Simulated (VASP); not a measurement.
## W: single point with LDA

W:

```
W
1.0
     0.00000    2.01776    2.01776
     2.01776    0.00000    2.01776
     2.01776    2.01776    0.00000
W
1
Direct
  0.00000 0.00000 0.00000
```

This isn't the form of W at room conditions, which is bcc.

| Property | Result |
| --- | --- |
| Program | VASP 6.6.1 |
| Task | single point |
| Functional | LDA |
| Potentials or basis | VASP PAW LDA potentials, release 64 (W_sv) |
| Cutoff | 520 eV |
| k mesh | 22 × 22 × 22 |
| Occupations | gaussian, width 0.15 eV |
| Spin | no spin polarisation |

- Pressure: -11.9 GPa
- Band gap on the k mesh: zero (bands 7 and 8 overlap by 3.77 eV)

Levels at points of the mesh, in eV from the Fermi level:
```csv
k point,band 3,band 4,band 5,band 6,band 7,band 8,band 9,band 10,band 11,band 12
"(0.00, 0.00, 0.00)",-37.10,-37.10,-8.90,-0.58,-0.58,-0.58,2.50,2.50,12.87,18.02
"(0.50, 0.00, 0.00)",-37.26,-37.26,-5.57,-0.82,-0.82,0.79,5.00,5.00,10.27,12.51
"(0.50, 0.50, 0.00)",-37.52,-37.52,-5.47,-4.51,3.19,4.94,5.75,5.75,11.80,11.80
```

It took 94 s on 1 thread of Intel Xeon 8259CL, on a shared host, peak memory 0.18 GiB.

Caveat: the cell stands under tension; spin-orbit coupling is left out, which moves the levels of the heavy elements.
